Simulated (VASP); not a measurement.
A run of VASP 6.6.1 is set up as follows.

File INCAR:

```
SYSTEM = AlNi3
PREC     = Accurate       ! precision mode
ENCUT    = 520            ! plane-wave cutoff, eV
EDIFF    = 1E-6           ! SCF threshold, eV
ISMEAR   = 0              ! smearing method
SIGMA    = 0.1            ! smearing width, eV
LREAL    = .False.        ! projectors in reciprocal space
LASPH    = .True.         ! aspherical terms in the spheres
NELM     = 150            ! most SCF steps
ALGO     = Normal         ! electronic algorithm
ISIF     = 2              ! what is computed and relaxed
LWAVE    = .False.        ! write WAVECAR
LCHARG   = .False.        ! write CHGCAR
ISPIN    = 2              ! spin polarisation
MAGMOM   = 0 0.3 0.3 0.3  ! initial moments
LORBIT   = 11             ! projections on sites
LMAXMIX  = 4              ! l up to which the mixer works
GGA      = PE             ! functional
IVDW     = 12             ! dispersion correction
NBANDS   = 28             ! bands
```

Contents of KPOINTS:

```
Automatic mesh
0
Gamma
  12 12 12
  0 0 0
```

Contents of POSCAR:

```
AlNi3
1.0
    3.5239869683      0.0000000000      0.0000000000
    0.0000000000      3.5239869683      0.0000000000
    0.0000000000      0.0000000000      3.5239869683
Al Ni
1 3
Direct
    0.0000000000      0.0000000000      0.0000000000
    0.0000000000      0.5000000000      0.5000000000
    0.5000000000      0.0000000000      0.5000000000
    0.5000000000      0.5000000000      0.0000000000
```

Potentials or basis: VASP PAW PBE potentials, release 64 (Al, Ni).

Run with:

```sh
$ cat potpaw_PBE.64/Al/POTCAR potpaw_PBE.64/Ni/POTCAR > POTCAR
$ mpirun -np 1 vasp_std > vasp.out
```

Problem. Predict the site moments.

Solution. Al -0.01; Ni +0.25 μB.

Problem. Predict the net moment.

Solution. 0.69 μB per cell.

Problem. What does it give for the dispersion energy per atom?

Solution. -0.472 eV.
